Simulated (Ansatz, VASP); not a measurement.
**AgCl in VASP and in Ansatz**

The input INCAR:

```
SYSTEM = AgCl
ALGO = Normal ; EDIFF = 1E-6
ENCUT = 520 ; GGA = PE
ISIF = 2 ; ISMEAR = 0
LASPH = .TRUE. ; LCHARG = .FALSE.
LREAL = .FALSE. ; LWAVE = .FALSE.
NBANDS = 16 ; NELM = 100
PREC = Accurate ; SIGMA = 0.05
```

Contents of KPOINTS:

```
k-points
0
G
  8 8 8
  0 0 0
```

The input POSCAR:

```
AgCl
1.0
    0.0207986250      2.7731500000      2.7731500000
    2.7939486250      0.0000000000      2.7939486250
    2.7731500000      2.7731500000      0.0207986250
Ag Cl
1 1
Direct
    0.5000000000      0.5000000000      0.5000000000
    0.0000000000      0.0000000000      0.0000000000
```

Input for Ansatz:

```yaml
crystal:
  lattice:
    - [0.020798625, 2.77315, 2.77315]
    - [2.793948625, 0.0, 2.793948625]
    - [2.77315, 2.77315, 0.020798625]
  atoms:
    - { symbol: Ag, position: [0.5, 0.5, 0.5] }
    - { symbol: Cl, position: [0.0, 0.0, 0.0] }
basis:
  ecutwfc: 420
kpoints:
  mp_grid: { grid: [8, 8, 8] }
hamiltonian:
  xc: pbe
scf:
  occupations: { method: gaussian, width: 0.05 }
output:
  forces: true
  stress: true
  eigenvalues: true
  write_density: true
  write_potential: true
  elf: true
  volumetric_format: npy
```

Change from the starting cell: strain +0.0150 x Voigt [0, 0, 0, 0, 1, 0], atoms carried along.

Alike in both runs: task single point; functional PBE; k mesh 8 × 8 × 8; occupations gaussian, width 0.05 eV; no spin polarisation.

```csv
,VASP,Ansatz
version,VASP 6.6.1,Ansatz 0.2.0
potentials or method,"VASP PAW PBE potentials, release 64 (Ag, Cl), cutoff 520 eV","scalar-relativistic, plane waves, PAW"
valence electrons in the cell,18,26
```

VASP gave:

```
gap on the k mesh at the Fermi level (eV)                     : 0.90
least direct gap on the mesh (eV)                             : 3.17
pressure (GPa)                                                : 1.5
traceless stress, the component that is largest in VASP (GPa) : -0.08
```

Problem. Estimate Ansatz's values.

Solution. gap on the k mesh at the Fermi level (eV): 0.90; least direct gap on the mesh (eV): 3.17; pressure (GPa): 1.6; traceless stress, the component that is largest in VASP (GPa): -0.08.

The functional is the same, so the differences come from potentials, cutoffs and numerics. VASP's potentials hold 18 valence electrons a cell and Ansatz's 26, so a difference there can come from the potentials and not from the codes.
